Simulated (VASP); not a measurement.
# W (Im-3m) in VASP: notebook

W is run at these levels: PBEsol, PBEsol+D3(BJ); tasks: single point.

All numbers are computed with VASP 6.6.1; they aren't measurements. Logs are shortened: lines on timing, memory, paths and dates and some standing lists are left out, and cuts for length are marked.

## (1) The cell of the first run

It takes space group Im-3m (No. 229, cubic). The conventional cell has a = 3.165 Å, b = 3.165 Å, c = 3.165 Å, α = 90.00°, β = 90.00°, γ = 90.00°. W (site symmetry m-3m) has 14 W at 2.74 to 3.16 Å within 3.6 Å.

## (2) Single point, PBEsol

The input, INCAR:

```
SYSTEM = W
PREC     = Accurate       ! precision mode
ENCUT    = 520            ! plane-wave cutoff, eV
EDIFF    = 1E-7           ! SCF threshold, eV
ISMEAR   = -1             ! smearing method
SIGMA    = 0.05           ! smearing width, eV
LREAL    = .FALSE.        ! projectors in reciprocal space
LASPH    = .TRUE.         ! aspherical terms in the spheres
NELM     = 60             ! most SCF steps
ALGO     = Fast           ! electronic algorithm
ISIF     = 2              ! what is computed and relaxed
LWAVE    = .FALSE.        ! write WAVECAR
LCHARG   = .FALSE.        ! write CHGCAR
GGA      = PS             ! functional
NBANDS   = 13             ! bands
```

The input, KPOINTS:

```
Automatic mesh
0
G
  12 12 12
  0 0 0
```

The input, POSCAR:

```
W
1.0
   -1.5823450000      1.5823450000      1.5823450000
    1.5823450000     -1.5823450000      1.5823450000
    1.5823450000      1.5823450000     -1.5823450000
W
1
Direct
    0.0000000000      0.0000000000      0.0000000000
```

Potentials or basis: VASP PAW PBE potentials, release 64 (W_sv).

Run with:

```
> cat potpaw_PBE.64/W_sv/POTCAR > POTCAR
> mpirun -np 1 vasp_std > vasp.out
```

OUTCAR:

```text
SYSTEM = W
   PREC = Accurate
   ENCUT = 520
   EDIFF = 1E-7
   ISMEAR = -1
   LREAL = .FALSE.
   LASPH = .TRUE.
   NELM = 60
   ISIF = 2
   GGA = PS

 ion  position               nearest neighbor table
   1  0.000  0.000  0.000-

  LATTYP: Found a body centered cubic cell.
 ALAT       =     3.1646900000

  Lattice vectors:

 A1 = (  -1.5823450000,   1.5823450000,   1.5823450000)
 A2 = (   1.5823450000,  -1.5823450000,   1.5823450000)
 A3 = (   1.5823450000,   1.5823450000,  -1.5823450000)

Analysis of symmetry for initial positions (statically):
=====================================================================
 Subroutine PRICEL returns:
 Original cell was already a primitive cell.

 Routine SETGRP: Setting up the symmetry group for a
 body centered cubic supercell.

 Subroutine GETGRP returns: Found 48 space group operations
 (whereof 48 operations were pure point group operations)
 out of a pool of 48 trial point group operations.

The static configuration has the point symmetry O_h .

Analysis of symmetry for dynamics (positions and initial velocities):
=====================================================================
 Subroutine PRICEL returns:
 Original cell was already a primitive cell.

 Routine SETGRP: Setting up the symmetry group for a
 body centered cubic supercell.

 Subroutine GETGRP returns: Found 48 space group operations
 (whereof 48 operations were pure point group operations)
 out of a pool of 48 trial point group operations.

The dynamic configuration has the point symmetry O_h .

 Subroutine INISYM returns: Found 48 space group operations
 (whereof 48 operations are pure point group operations),
 and found     1 'primitive' translations

----------------------------------------------------------------------------------------

                                     Primitive cell

  volume of cell :      15.8476

  direct lattice vectors                    reciprocal lattice vectors
    -1.582345000  1.582345000  1.582345000     0.000000000  0.315986716  0.315986716
     1.582345000 -1.582345000  1.582345000     0.315986716  0.000000000  0.315986716
     1.582345000  1.582345000 -1.582345000     0.315986716  0.315986716  0.000000000

  length of vectors
     2.740701935  2.740701935  2.740701935     0.446872699  0.446872699  0.446872699

  position of ions in fractional coordinates (direct lattice)
     0.000000000  0.000000000  0.000000000

  ion indices of the primitive-cell ions
   primitive index   ion index
                 1           1

----------------------------------------------------------------------------------------

 KPOINTS: Automatic mesh

Automatic generation of k-mesh.
 Grid dimensions read from file:
 generate k-points for:   12   12   12

 Generating k-lattice:

  Cartesian coordinates                     Fractional coordinates (reciprocal lattice)
     0.000000000  0.026332226  0.026332226     0.083333333  0.000000000  0.000000000
     0.026332226  0.000000000  0.026332226     0.000000000  0.083333333  0.000000000
     0.026332226  0.026332226  0.000000000     0.000000000  0.000000000  0.083333333

  Length of vectors
     0.037239392  0.037239392  0.037239392

  Shift w.r.t. Gamma in fractional coordinates (k-lattice)
     0.000000000  0.000000000  0.000000000

 Subroutine IBZKPT returns following result:
 ===========================================

 Found     72 irreducible k-points:

 Following reciprocal coordinates:
            Coordinates               Weight
  0.000000  0.000000  0.000000      1.000000
  0.083333  0.000000  0.000000     12.000000
  0.166667  0.000000  0.000000     12.000000
  0.250000  0.000000  0.000000     12.000000
  0.333333  0.000000  0.000000     12.000000
  0.416667  0.000000  0.000000     12.000000
[... 16 lines left out ...]
  0.333333  0.083333  0.083333     24.000000
  0.416667  0.083333  0.083333     12.000000
 [... further k-points ...]
   k-points           NKPTS =     72   k-points in BZ     NKDIM =     72   number of bands    NBANDS=     13
   number of dos      NEDOS =    301   number of ions     NIONS =      1
   total plane-waves  NPLWV =   8000
   dimension x,y,z NGX =    20 NGY =   20 NGZ =   20
   dimension x,y,z NGXF=    40 NGYF=   40 NGZF=   40
   ions per type =               1
   NGX,Y,Z   is equivalent  to a cutoff of  12.13, 12.13, 12.13 a.u.
   NGXF,Y,Z  is equivalent  to a cutoff of  24.26, 24.26, 24.26 a.u.
 SYSTEM =  W
   PREC   = accura    normal or accurate (medium, high low for compatibility)
   ISTART =      0    job   : 0-new  1-cont  2-samecut
   ICHARG =      2    charge: 1-file 2-atom 10-const
   ISPIN  =      1    spin polarized calculation?
   LNONCOLLINEAR =      F non collinear calculations
   LSORBIT =      F    spin-orbit coupling
   LASPH  =      T    aspherical Exc in radial PAW
   ENCUT  =  520.0 eV  38.22 Ry    6.18 a.u.   5.10  5.10  5.10*2*pi/ulx,y,z
   NELM   =     60;   NELMIN=  2; NELMDL= -5     # of ELM steps
   EDIFF  = 0.1E-06   stopping-criterion for ELM
   LREAL  =      F    real-space projection
   EDIFFG = 0.1E-05   stopping-criterion for IOM
   NSW    =      0    number of steps for IOM
   IBRION =     -1    ionic relax: 0-MD 1-quasi-New 2-CG
   NFREE  =      0    steps in history (QN), initial steepest desc. (CG)
   ISIF   =      2    stress and relaxation
   ISYM   =      2    0-nonsym 1-usesym 2-fastsym
   POTIM  = 0.5000    time-step for ionic-motion
   TEBEG  =    0.0;   TEEND  =   0.0 temperature during run
   PSTRESS=    0.0 pullay stress
   NELECT =      14.0000    total number of electrons
   NUPDOWN=      -1.0000    fix difference up-down
   EMIN   =  10.00;   EMAX   =-10.00  energy-range for DOS
   EFERMI =   0.00;   METHOD = LEGACY
   ISMEAR =    -1;   SIGMA  =   0.05  broadening in eV -4-tet -1-fermi 0-gaus
   EFERMI_NEDOS =   21; number of points for ismear=-14 and -15
   IALGO  =     68    algorithm
   IMIX   =      4    mixing-type and parameters
     AMIX     =   0.40;   BMIX     =  1.00
     AMIX_MAG =   1.60;   BMIX_MAG =  1.00
  volume/ion in A,a.u.               =      15.85       106.94
  Fermi-wavevector in a.u.,A,eV,Ry     =   1.570832  2.968442 33.572544  2.467512
  Thomas-Fermi vector in A             =   2.672506
   LORBIT       =      0    0 simple, 1 ext, 2 COOP (PROOUT), +10 PAW based schemes
   GGA     = PS    functional components
   LHFCALC =     F    Hartree Fock is set to
   AEXX    =    0.0000 exact exchange contribution
   IVDW    =     0    specifies the selected vdW correction
   LEPSILON=     F    determine dielectric tensor
   LRPA    =     F    only Hartree local field effects (RPA)
 non-spin polarized calculation
 RMM-DIIS sequential band-by-band and
  energy-cutoff  :      520.00
  volume of cell :       15.85
 maximum number of plane-waves:       438
   NGX = 11   NGY = 11   NGZ = 11

 number of electron      14.0000004 magnetization

 Free energy of the ion-electron system (eV)
  ---------------------------------------------------
  ext. energy  EPLUGINS =         0.00000000
  ---------------------------------------------------
  free energy    TOTEN  =       -13.80602013 eV

  energy without entropy =      -13.80109139  energy(sigma->0) =      -13.80355576

 E-fermi :  11.1915     XC(G=0): -13.7629

 val. band max:       11.1549688222   @ k =   0.4167   0.0833   0.0000
 cond. band min:      11.2023586448   @ k =  -0.1667   0.1667   0.0833
 fundamental gap:      0.0473898226
 Fermi energy:        11.1914667868

 k-point     1 :       0.0000    0.0000    0.0000
  band No.  band energies     occupation
      1     -62.8708      2.00000
      2     -26.4278      2.00000
      3     -26.4278      2.00000
      4     -26.4278      2.00000
      5       1.6243      2.00000
      6      10.0429      2.00000
      7      10.0429      2.00000
      8      10.0429      2.00000
      9      13.5129      0.00000
     10      13.5129      0.00000
     11      25.8214      0.00000
     12      25.8214      0.00000
     13      25.8214      0.00000

 k-point     2 :       0.0833    0.0000    0.0000
  band No.  band energies     occupation
      1     -62.8618      2.00000
      2     -26.5215      2.00000
      3     -26.4570      2.00000
      4     -26.4283      2.00000
      5       1.9586      2.00000
      6       9.8417      2.00000
      7       9.9906      2.00000
      8      10.3675      2.00000
      9      13.2115      0.00000
     10      13.5166      0.00000
     11      26.0983      0.00000
     12      26.3901      0.00000
     13      26.6190      0.00000

 k-point     3 :       0.1667    0.0000    0.0000
  band No.  band energies     occupation
      1     -62.8373      2.00000
      2     -26.7718      2.00000
      3     -26.5361      2.00000
      4     -26.4296      2.00000
      5       2.8724      2.00000
      6       9.3363      2.00000
      7       9.7349      2.00000
      8      11.3172      0.14976
      9      12.8171      0.00000
     10      13.5603      0.00000
     11      26.5641      0.00000
     12      27.9896      0.00000
     13      28.1660      0.00000

 k-point     4 :       0.2500    0.0000    0.0000
  band No.  band energies     occupation
      1     -62.8036      2.00000
      2     -27.1013      2.00000
      3     -26.6424      2.00000
      4     -26.4314      2.00000
      5       4.0450      2.00000
      6       8.7275      2.00000
      7       9.4171      2.00000
      8      12.8133      0.00000
      9      12.8944      0.00000
     10      13.7045      0.00000
     11      26.0596      0.00000
     12      27.8321      0.00000
     13      30.3876      0.00000

 k-point     5 :       0.3333    0.0000    0.0000
  band No.  band energies     occupation
      1     -62.7698      2.00000
      2     -27.4177      2.00000
      3     -26.7467      2.00000
      4     -26.4333      2.00000
      5       4.8493      2.00000
      6       8.1886      2.00000
      7       9.8019      2.00000
      8      13.2680      0.00000
      9      13.9643      0.00000
     10      14.6883      0.00000
     11      24.5773      0.00000
     12      25.4984      0.00000
     13      32.4172      0.00000
[... 257 lines left out ...]
 k-point    22 :       0.2500    0.0833    0.0833
  band No.  band energies     occupation
      1     -62.7636      2.00000
      2     -27.4260      2.00000
      3     -26.7554      2.00000
      4     -26.5132      2.00000
      5       5.5202      2.00000
      6       8.0523      2.00000
      7       8.9837      2.00000
      8      13.4124      0.00000
      9      14.0350      0.00000
     10      16.0677      0.00000
     11      25.0050      0.00000
     12      25.2414      0.00000
     13      29.0155      0.00000

 k-point    23 :       0.3333    0.0833    0.0833
  band No.  band energies     occupation
      1     -62.7416      2.00000
      2     -27.5823      2.00000
      3     -26.8666      2.00000
      4     -26.5198      2.00000
      5       5.6891      2.00000
      6       7.7619      2.00000
      7      10.2039      2.00000
      8      13.6404      0.00000
      9      14.3150      0.00000
     10      17.9001      0.00000
     11      22.3332      0.00000
     12      23.9752      0.00000
     13      27.8541      0.00000

 k-point    24 :       0.4167    0.0833    0.0833
  band No.  band energies     occupation
      1     -62.7336      2.00000
      2     -27.6374      2.00000
      3     -26.9084      2.00000
      4     -26.5223      2.00000
      5       5.6546      2.00000
      6       7.6633      2.00000
      7      11.0174      1.94034
      8      13.6596      0.00000
      9      14.4292      0.00000
     10      18.7248      0.00000
     11      21.1876      0.00000
     12      23.5041      0.00000
     13      27.3242      0.00000

 [... further k-points ...]
[... 5 lines left out ...]
  --------------------------------------------------------------------------------------
  -------------------------------------------------------------------------------------
  Total       -0.2336338     -0.2336338     -0.2336338      0.0000000      0.0000000     -0.0000000
  in kB      -23.6201575    -23.6201575    -23.6201575      0.0000000      0.0000000     -0.0000000
  external PRESSURE =     -23.6201575 kB  Pullay stress =       0.0000000 kB

 VOLUME and BASIS-vectors are now :
 -----------------------------------------------------------------------------
  energy-cutoff  :      520.00
  volume of cell :       15.85
      direct lattice vectors                 reciprocal lattice vectors
    -1.582345000  1.582345000  1.582345000     0.000000000  0.315986716  0.315986716
     1.582345000 -1.582345000  1.582345000     0.315986716  0.000000000  0.315986716
     1.582345000  1.582345000 -1.582345000     0.315986716  0.315986716  0.000000000

 POSITION                                       TOTAL-FORCE (eV/Angst)
 -----------------------------------------------------------------------------------
      0.00000      0.00000      0.00000         0.000000     -0.000000      0.000000
 -----------------------------------------------------------------------------------
    total drift:                                0.000000      0.000000      0.000000

  FREE ENERGIE OF THE ION-ELECTRON SYSTEM (eV)
  ---------------------------------------------------
  free  energy   TOTEN  =       -13.8060201338 eV

  energy  without entropy=      -13.8010913857  energy(sigma->0) =      -13.80355576
```

It took 22 s on 1 thread of AMD EPYC 7R43 (Zen 3), shared host; peak memory 0.09 GiB.

What came out:

```
Free energy            : -13.8060 eV
Pressure               : -2.4 GPa
Band gap on the k mesh : zero (band 7 reaches 16.46 eV, above the bottom of band 8 at 10.04 eV)
```

Levels at points of the mesh, in eV from the Fermi level:
```csv
k point,band 3,band 4,band 5,band 6,band 7,band 8,band 9,band 10,band 11,band 12
"(0.00, 0.00, 0.00)",-37.62,-37.62,-9.57,-1.15,-1.15,-1.15,2.32,2.32,14.63,14.63
"(0.50, 0.00, 0.00)",-38.04,-37.63,-6.20,-3.49,0.78,2.22,3.20,6.25,11.16,11.59
"(0.50, 0.50, 0.50)",-38.53,-38.53,-5.77,-5.77,5.27,5.27,5.27,8.34,8.34,8.34
```

Caveat: the PAW data sets were made with another functional, which shifts forces and pressure a little; spin-orbit coupling is left out, which moves the levels of the heavy elements.

[end of part 1 of 2]
